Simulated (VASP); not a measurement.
# Co (P6_3/mmc) in VASP: further runs

Aim: see how the results for Co move with the level of theory and the settings. Levels: RPBE, r2SCAN, PBE. Tasks: relaxation of cell and atoms, single point.

All numbers are computed with VASP 6.6.1; they aren't measurements. Logs are shortened: lines on timing, memory, paths and dates and some standing lists are left out, and cuts for length are marked.

**1. The cell of the first run**

The structure is hexagonal, space group P6_3/mmc (No. 194). Conventional cell: a = 2.472 Å, b = 2.472 Å, c = 4.021 Å, α = 90.00°, β = 90.00°, γ = 120.00°. Within 3.3 Å of Co (site symmetry -6m2) lie 12 Co at 2.47 Å.

**2. Relaxation of cell and atoms, RPBE, collinear spin, ferromagnetic start**

INCAR reads:

```
PREC = Accurate ; ENCUT = 600
EDIFF = 1E-7 ; ISMEAR = -1
SIGMA = 0.05 ; LREAL = F
LASPH = T ; NELM = 150
ALGO = Normal ; ISIF = 3
LWAVE = F ; LCHARG = F
ISPIN = 2 ; MAGMOM = 2 2
LORBIT = 11 ; LMAXMIX = 4
GGA = RP ; IBRION = 2
NSW = 80 ; EDIFFG = -0.02
```

KPOINTS reads:

```
Automatic mesh
0
Gamma
  12 12 7
```

POSCAR reads:

```
Co
1.0
    2.4719999032      0.0000000000      0.0000000000
   -1.2359999516      2.1408147143      0.0000000000
    0.0000000000      0.0000000000      4.0211440800
Co
2
Direct
    0.6666666667      0.3333333333      0.7500000000
    0.3333333333      0.6666666667      0.2500000000
```

Potentials or basis: VASP PAW PBE potentials, release 64 (Co).

On the command line:

```
cat potpaw_PBE.64/Co/POTCAR > POTCAR
mpirun -np 1 vasp_std > vasp.out
```

OUTCAR:

```text
PREC = Accurate
   ENCUT = 600
   EDIFF = 1E-7
   ISMEAR = -1
   LREAL = F
   LASPH = T
   NELM = 150
   ISIF = 3
   ISPIN = 2
   LORBIT = 11
   GGA = RP
   IBRION = 2
   NSW = 80
   EDIFFG = -0.02

 ion  position               nearest neighbor table
   1  0.667  0.333  0.750-   2 2.47   2 2.47   2 2.47   2 2.47   2 2.47   2 2.47
   2  0.333  0.667  0.250-   1 2.47   1 2.47   1 2.47   1 2.47   1 2.47   1 2.47

  LATTYP: Found a hexagonal cell.
 ALAT       =     2.4719999032
 C/A-ratio  =     1.6266764715

  Lattice vectors:

 A1 = (   2.4719999032,   0.0000000000,   0.0000000000)
 A2 = (  -1.2359999516,   2.1408147143,   0.0000000000)
 A3 = (   0.0000000000,   0.0000000000,   4.0211440800)

Analysis of symmetry for initial positions (statically):
=====================================================================
 Subroutine PRICEL returns:
 Original cell was already a primitive cell.

 Routine SETGRP: Setting up the symmetry group for a
 hexagonal supercell.

 Subroutine GETGRP returns: Found 24 space group operations
 (whereof 12 operations were pure point group operations)
 out of a pool of 24 trial point group operations.

The static configuration has the point symmetry D_3d.
 The point group associated with its full space group is D_6h.

Analysis of symmetry for dynamics (positions and initial velocities):
=====================================================================
 Subroutine PRICEL returns:
 Original cell was already a primitive cell.

 Routine SETGRP: Setting up the symmetry group for a
 hexagonal supercell.

 Subroutine GETGRP returns: Found 24 space group operations
 (whereof 12 operations were pure point group operations)
 out of a pool of 24 trial point group operations.

The dynamic configuration has the point symmetry D_3d.
 The point group associated with its full space group is D_6h.

Analysis of structural, dynamic, and magnetic symmetry:
=====================================================================
 Subroutine PRICEL returns:
 Original cell was already a primitive cell.

 Routine SETGRP: Setting up the symmetry group for a
 hexagonal supercell.

 Subroutine GETGRP returns: Found 24 space group operations
 (whereof 12 operations were pure point group operations)
 out of a pool of 24 trial point group operations.

The overall configuration has the point symmetry D_3d.
 The point group associated with its full space group is D_6h.

 Subroutine INISYM returns: Found 24 space group operations
 (whereof 12 operations are pure point group operations),
 and found     1 'primitive' translations

----------------------------------------------------------------------------------------

                                     Primitive cell

  volume of cell :      21.2803

  direct lattice vectors                    reciprocal lattice vectors
     2.471999903  0.000000000  0.000000000     0.404530760  0.233555943  0.000000000
    -1.235999952  2.140814714  0.000000000     0.000000000  0.467111887  0.000000000
     0.000000000  0.000000000  4.021144080     0.000000000  0.000000000  0.248685444

  length of vectors
     2.471999903  2.471999903  4.021144080     0.467111887  0.467111887  0.248685444

  position of ions in fractional coordinates (direct lattice)
     0.666666667  0.333333333  0.750000000
     0.333333333  0.666666667  0.250000000

  ion indices of the primitive-cell ions
   primitive index   ion index
                 1           1
                 2           2

----------------------------------------------------------------------------------------

 KPOINTS: Automatic mesh

Automatic generation of k-mesh.
 Grid dimensions read from file:
 generate k-points for:   12   12    7

 Generating k-lattice:

  Cartesian coordinates                     Fractional coordinates (reciprocal lattice)
     0.033710897  0.019462995  0.000000000     0.083333333 -0.000000000  0.000000000
     0.000000000  0.038925991  0.000000000     0.000000000  0.083333333  0.000000000
     0.000000000  0.000000000  0.035526492     0.000000000  0.000000000  0.142857143

  Length of vectors
     0.038925991  0.038925991  0.035526492

  Shift w.r.t. Gamma in fractional coordinates (k-lattice)
     0.000000000  0.000000000  0.000000000

 Subroutine IBZKPT returns following result:
 ===========================================

 Found     76 irreducible k-points:

 Following reciprocal coordinates:
            Coordinates               Weight
  0.000000  0.000000  0.000000      1.000000
  0.083333  0.000000  0.000000      6.000000
  0.166667  0.000000  0.000000      6.000000
  0.250000  0.000000  0.000000      6.000000
  0.333333  0.000000  0.000000      6.000000
  0.416667  0.000000  0.000000      6.000000
[... 16 lines left out ...]
  0.250000  0.000000  0.142857     12.000000
  0.333333  0.000000  0.142857     12.000000
 [... further k-points ...]
   k-points           NKPTS =     76   k-points in BZ     NKDIM =     76   number of bands    NBANDS=     15
   number of dos      NEDOS =    301   number of ions     NIONS =      2
   total plane-waves  NPLWV =  12800
   dimension x,y,z NGX =    20 NGY =   20 NGZ =   32
   dimension x,y,z NGXF=    40 NGYF=   40 NGZF=   64
   ions per type =               2
   NGX,Y,Z   is equivalent  to a cutoff of  13.45, 13.45, 13.23 a.u.
   NGXF,Y,Z  is equivalent  to a cutoff of  26.90, 26.90, 26.46 a.u.
 SYSTEM =  unknown system
   PREC   = accura    normal or accurate (medium, high low for compatibility)
   ISTART =      0    job   : 0-new  1-cont  2-samecut
   ICHARG =      2    charge: 1-file 2-atom 10-const
   ISPIN  =      2    spin polarized calculation?
   LNONCOLLINEAR =      F non collinear calculations
   LSORBIT =      F    spin-orbit coupling
   LASPH  =      T    aspherical Exc in radial PAW
   ENCUT  =  600.0 eV  44.10 Ry    6.64 a.u.   4.94  4.94  8.03*2*pi/ulx,y,z
   NELM   =    150;   NELMIN=  2; NELMDL= -5     # of ELM steps
   EDIFF  = 0.1E-06   stopping-criterion for ELM
   LREAL  =      F    real-space projection
   EDIFFG = -.2E-01   stopping-criterion for IOM
   NSW    =     80    number of steps for IOM
   IBRION =      2    ionic relax: 0-MD 1-quasi-New 2-CG
   NFREE  =      1    steps in history (QN), initial steepest desc. (CG)
   ISIF   =      3    stress and relaxation
   ISYM   =      2    0-nonsym 1-usesym 2-fastsym
   POTIM  = 0.5000    time-step for ionic-motion
   TEBEG  =    0.0;   TEEND  =   0.0 temperature during run
   PSTRESS=    0.0 pullay stress
   NELECT =      18.0000    total number of electrons
   NUPDOWN=      -1.0000    fix difference up-down
   EMIN   =  10.00;   EMAX   =-10.00  energy-range for DOS
   EFERMI =   0.00;   METHOD = LEGACY
   ISMEAR =    -1;   SIGMA  =   0.05  broadening in eV -4-tet -1-fermi 0-gaus
   EFERMI_NEDOS =   21; number of points for ismear=-14 and -15
   IALGO  =     38    algorithm
   IMIX   =      4    mixing-type and parameters
     AMIX     =   0.40;   BMIX     =  1.00
     AMIX_MAG =   1.60;   BMIX_MAG =  1.00
  volume/ion in A,a.u.               =      10.64        71.80
  Fermi-wavevector in a.u.,A,eV,Ry     =   1.548246  2.925761 32.614055  2.397065
  Thomas-Fermi vector in A             =   2.653224
   LORBIT       =     11    0 simple, 1 ext, 2 COOP (PROOUT), +10 PAW based schemes
   GGA     = RP    functional components
   LHFCALC =     F    Hartree Fock is set to
   AEXX    =    0.0000 exact exchange contribution
   IVDW    =     0    specifies the selected vdW correction
   LEPSILON=     F    determine dielectric tensor
   LRPA    =     F    only Hartree local field effects (RPA)
 conjugate gradient relaxation of ions
 spin polarized calculation
  energy-cutoff  :      600.00
  volume of cell :       21.28
 maximum number of plane-waves:       744
 NGX is ok and might be reduce to    20
   NGX =  9   NGY =  9   NGZ = 17

--------------------------------------- Ionic step        1  -------------------------------------------

 number of electron      17.9999997 magnetization       3.2255413

 Free energy of the ion-electron system (eV)
  ---------------------------------------------------
  ext. energy  EPLUGINS =         0.00000000
  ---------------------------------------------------
  free energy    TOTEN  =       -13.00173139 eV

  energy without entropy =      -12.98623534  energy(sigma->0) =      -12.99398336

------------------------ aborting loop because EDIFF is reached ----------------------------------------

  FORCE on cell =-STRESS in cart. coord.  units (eV):
  Direction    XX          YY          ZZ          XY          YZ          ZX
  --------------------------------------------------------------------------------------
  -------------------------------------------------------------------------------------
  Total        1.4527254      1.4527254      1.0799122      0.0000000     -0.0000000      0.0000000
  in kB      109.3747185    109.3747185     81.3058610      0.0000000     -0.0000000      0.0000000
  external PRESSURE =     100.0184327 kB  Pullay stress =       0.0000000 kB
[... 21 lines left out ...]
  energy  without entropy=      -12.9862353415  energy(sigma->0) =      -12.99398336

--------------------------------------- Ionic step        2  -------------------------------------------

 number of electron      18.0000013 magnetization       3.3490723

 E-fermi :   9.3895     XC(G=0): -12.8531

 val. band max:        9.3885202736   @ k =   0.2500   0.0833   0.4286
 cond. band min:       9.3902539295   @ k =   0.2500   0.2500   0.4286
 fundamental gap:      0.0017336558
 Fermi energy:         9.3894675788

 spin component 1

 k-point     1 :       0.0000    0.0000    0.0000
  band No.  band energies     occupation
      1       0.9375      1.00000
      2       4.5708      1.00000
      3       6.8290      1.00000
      4       6.8347      1.00000
      5       6.8347      1.00000
      6       7.1089      1.00000
      7       7.1089      1.00000
      8       7.4010      1.00000
      9       7.4010      1.00000
     10       8.3813      1.00000
     11       8.3813      1.00000
     12       9.4043      0.42650
     13      15.1326      0.00000
     14      30.6683      0.00000
     15      32.5674      0.00000
[... 955 lines left out ...]
  energy  without entropy=      -13.0180465149  energy(sigma->0) =      -13.02573584

--------------------------------------- Ionic step        5  -------------------------------------------

 number of electron      17.9999996 magnetization       3.3038695

 Free energy of the ion-electron system (eV)
  ---------------------------------------------------
  ext. energy  EPLUGINS =         0.00000000
  ---------------------------------------------------
  free energy    TOTEN  =       -13.03365355 eV

  energy without entropy =      -13.01837713  energy(sigma->0) =      -13.02601534

 E-fermi :  10.0183     XC(G=0): -13.1316

 val. band max:       10.0178027354   @ k =   0.0000   0.0000   0.1429
 cond. band min:      10.0201811149   @ k =   0.2500   0.1667   0.4286
 fundamental gap:      0.0023783796
 Fermi energy:        10.0183028041

 spin component 1

 k-point     1 :       0.0000    0.0000    0.0000
  band No.  band energies     occupation
      1       1.2976      1.00000
      2       4.9999      1.00000
      3       7.4075      1.00000
      4       7.4183      1.00000
      5       7.4183      1.00000
      6       7.7153      1.00000
      7       7.7153      1.00000
      8       8.0355      1.00000
      9       8.0355      1.00000
     10       9.0887      1.00000
     11       9.0887      1.00000
     12       9.9997      0.59219
     13      16.1601      0.00000
     14      31.7236      0.00000
     15      34.0729      0.00000
[... 879 lines left out ...]
  FREE ENERGIE OF THE ION-ELECTRON SYSTEM (eV)
  ---------------------------------------------------
  free  energy   TOTEN  =       -13.0336535481 eV

  energy  without entropy=      -13.0183771282  energy(sigma->0) =      -13.02601534

 reached required accuracy - stopping structural energy minimisation

 total charge

# of ion       s       p       d       tot
------------------------------------------
    1        0.480   0.500   7.242   8.222
    2        0.480   0.500   7.242   8.222
--------------------------------------------------
tot          0.960   1.000  14.484  16.443

 magnetization (x)

# of ion       s       p       d       tot
------------------------------------------
    1       -0.015  -0.058   1.754   1.681
    2       -0.015  -0.058   1.754   1.681
--------------------------------------------------
tot         -0.031  -0.116   3.509   3.362
```

Run time: 80 s. Hardware: 1 thread of Intel Xeon 6975P-C (Granite Rapids), shared host; peak memory 0.18 GiB.

What came out:

```
Free energy                                           : -13.0337 eV
Relaxed volume                                        : 11.15 Å³/atom
Relaxed cell                                          : a = 2.517 Å, b = 2.517 Å, c = 4.063 Å, α = 90.00°, β = 90.00°, γ = 120.00°
Space group after relaxing (to 0.1 Å)                 : P6_3/mmc (No. 194)
Energy gained by relaxing                             : 16.0 meV/atom
Ionic steps                                           : 5
Pressure after relaxing                               : 0.1 GPa
Net moment                                            : 3.30 μB per cell
Site moments                                          : Co +1.68 μB
Valence electrons inside the program's atomic spheres : Co 8.22
```

Stress tensor (GPa, compression positive):
```
 0.22  0.00  0.00
 0.00  0.22  0.00
 0.00  0.00 -0.02
```

Step by step:
| step | energy change (eV) | largest force (eV/Å) | pressure (GPa) | volume (Å³) |
| --- | --- | --- | --- | --- |
| 1 | 0.0000 | 0.0000 | 10.00 | 21.28 |
| 2 | -0.0034 | 0.0000 | -8.12 | 23.39 |
| 3 | -0.0317 | 0.0000 | -0.10 | 22.33 |
| 4 | -0.0317 | 0.0000 | 0.08 | 22.31 |
| 5 | -0.0319 | 0.0000 | 0.14 | 22.30 |

Final structure:
```yaml
crystal:
  lattice:
    - [2.51748, 0.00000, 0.00000]
    - [-1.25874, 2.18020, 0.00000]
    - [0.00000, 0.00000, 4.06300]
  atoms:
    - { symbol: Co, position: [0.66667, 0.33333, 0.75000] }
    - { symbol: Co, position: [0.33333, 0.66667, 0.25000] }
```

Levels at points of the mesh, in eV from the Fermi level:
Spin up:
| k point | band 9 | band 10 | band 11 | band 12 | band 13 | band 14 |
| --- | --- | --- | --- | --- | --- | --- |
| (0.00, 0.00, 0.00) | -1.98 | -0.93 | -0.93 | -0.02 | 6.14 | 21.71 |
| (0.50, 0.00, 0.00) | -0.72 | -0.67 | 1.20 | 3.16 | 9.50 | 10.14 |
Spin down:
```csv
k point,band 4,band 5,band 6,band 7,band 8,band 9,band 10,band 11
"(0.00, 0.00, 0.00)",-0.88,-0.88,-0.52,-0.52,-0.16,-0.13,-0.13,1.04
"(0.50, 0.00, 0.00)",-1.83,-1.04,-0.96,-0.55,1.17,1.30,1.33,2.46
```

Caveat: the PAW data sets were made with another functional, which shifts forces and pressure a little.

**3. Single point, r2SCAN, collinear spin, ferromagnetic start (11.28 Å³/atom)**

This run uses another cell than the first one, of 11.28 Å³/atom.

POSCAR reads:

```
Co
1.0
    2.5204827983      0.0000000000      0.0000000000
   -1.2602413992      2.1828021331      0.0000000000
    0.0000000000      0.0000000000      4.1000100648
Co
2
Direct
    0.6666666667      0.3333333333      0.7500000000
    0.3333333333      0.6666666667      0.2500000000
```

INCAR.step1 reads:

```
PREC = Accurate
ENCUT = 660
ISMEAR = -1
SIGMA = 0.05
LREAL = F
LASPH = T
NELM = 200
ISPIN = 2
MAGMOM = 2 2
LMAXMIX = 4
NBANDS = 20
GGA = PE
ALGO = Normal
EDIFF = 1E-5
LWAVE = T
LCHARG = F
GGA_COMPAT = F
```

INCAR.step2 reads:

```
PREC = Accurate
ENCUT = 660
EDIFF = 1E-6
ISMEAR = -1
SIGMA = 0.05
LREAL = F
LASPH = T
NELM = 200
ALGO = Normal
ISIF = 2
LWAVE = F
LCHARG = F
ISPIN = 2
MAGMOM = 2 2
LORBIT = 11
LMAXMIX = 4
METAGGA = R2SCAN
LMIXTAU = T
NBANDS = 20
ISTART = 1
GGA_COMPAT = F
```

KPOINTS reads:

```
regular mesh
0
Gamma
  12 12 7
```

Potentials or basis: VASP PAW PBE potentials, release 64 (Co).

On the command line:

```
cat potpaw_PBE.64/Co/POTCAR > POTCAR
cp INCAR.step1 INCAR
mpirun -np 1 vasp_std > vasp.out
cp INCAR.step2 INCAR
mpirun -np 1 vasp_std > vasp.out
```

OUTCAR:

```text
PREC = Accurate
   ENCUT = 660
   EDIFF = 1E-6
   ISMEAR = -1
   LREAL = F
   LASPH = T
   NELM = 200
   ISIF = 2
   ISPIN = 2
   LORBIT = 11
   METAGGA = R2SCAN
   ISTART = 1

 ion  position               nearest neighbor table
   1  0.667  0.333  0.750-   2 2.51   2 2.51   2 2.51   2 2.51   2 2.51   2 2.51
   2  0.333  0.667  0.250-   1 2.51   1 2.51   1 2.51   1 2.51   1 2.51   1 2.51

  LATTYP: Found a hexagonal cell.
 ALAT       =     2.5204827983
 C/A-ratio  =     1.6266764715

  Lattice vectors:
[... 1323 lines left out ...]
  external PRESSURE =    -119.4290871 kB  Pullay stress =       0.0000000 kB

 VOLUME and BASIS-vectors are now :
 -----------------------------------------------------------------------------
  energy-cutoff  :      660.00
  volume of cell :       22.56
      direct lattice vectors                 reciprocal lattice vectors
     2.520482798  0.000000000  0.000000000     0.396749385  0.229063364  0.000000000
    -1.260241399  2.182802133  0.000000000     0.000000000  0.458126728  0.000000000
     0.000000000  0.000000000  4.100010065     0.000000000  0.000000000  0.243901840

 POSITION                                       TOTAL-FORCE (eV/Angst)
 -----------------------------------------------------------------------------------
      1.26024      0.72760      3.07501        -0.000000     -0.000000      0.000000
     -0.00000      1.45520      1.02500         0.000000      0.000000      0.000000
 -----------------------------------------------------------------------------------
    total drift:                               -0.000000      0.000000     -0.000000

  FREE ENERGIE OF THE ION-ELECTRON SYSTEM (eV)
  ---------------------------------------------------
  free  energy   TOTEN  =       -26.3760782962 eV

  energy  without entropy=      -26.3640691999  energy(sigma->0) =      -26.37007375

 total charge

# of ion       s       p       d       tot
------------------------------------------
    1        0.495   0.530   7.194   8.219
    2        0.495   0.530   7.194   8.219
--------------------------------------------------
tot          0.991   1.060  14.388  16.438

 magnetization (x)

# of ion       s       p       d       tot
------------------------------------------
    1       -0.011  -0.081   1.959   1.867
    2       -0.011  -0.081   1.959   1.867
--------------------------------------------------
tot         -0.021  -0.162   3.918   3.735
```

OSZICAR.step1:

```text
N       E                     dE             d eps       ncg     rms          rms(c)
DAV:   1     0.957922317237E+02    0.95792E+02   -0.92308E+03  6392   0.140E+03
DAV:   2    -0.107515769891E+02   -0.10654E+03   -0.95532E+02  6124   0.237E+02
DAV:   3    -0.160713833643E+02   -0.53198E+01   -0.50524E+01  6900   0.633E+01
DAV:   4    -0.161509812585E+02   -0.79598E-01   -0.79528E-01  7240   0.683E+00
DAV:   5    -0.161537939833E+02   -0.28127E-02   -0.28125E-02  7060   0.129E+00    0.144E+01
DAV:   6    -0.145449768381E+02    0.16088E+01   -0.80437E+00  6844   0.577E+01    0.736E+00
DAV:   7    -0.140825068770E+02    0.46247E+00   -0.12972E+00  7008   0.215E+01    0.375E+00
DAV:   8    -0.140657353890E+02    0.16771E-01   -0.16383E-02  7920   0.121E+00    0.167E+00
DAV:   9    -0.140513737574E+02    0.14362E-01   -0.34380E-03  9628   0.102E+00    0.462E-01
DAV:  10    -0.140509684394E+02    0.40532E-03   -0.52560E-04  8008   0.280E-01    0.160E-01
DAV:  11    -0.140508960810E+02    0.72358E-04   -0.11616E-04  8912   0.166E-01    0.294E-02
DAV:  12    -0.140508944265E+02    0.16544E-05   -0.10179E-05  5392   0.306E-02
   1 F= -.14050894E+02 E0= -.14042957E+02  d E =-.158740E-01  mag=     3.3037
```

Wall time 6.4 min (1 thread of Intel Xeon 8259CL, shared host); peak memory 0.23 GiB.

Results:

```yaml
Free_energy: -26.3761 eV
Pressure: -11.9 GPa
Net_moment: 3.58 μB per cell
Site_moments: Co +1.87 μB
Valence_electrons_inside_the_program's_atomic_spheres: Co 8.22
```

Caveat: the cell stands under tension; the PAW data sets were made with another functional, which shifts forces and pressure a little.

(Part 1 of 2 ends here.)
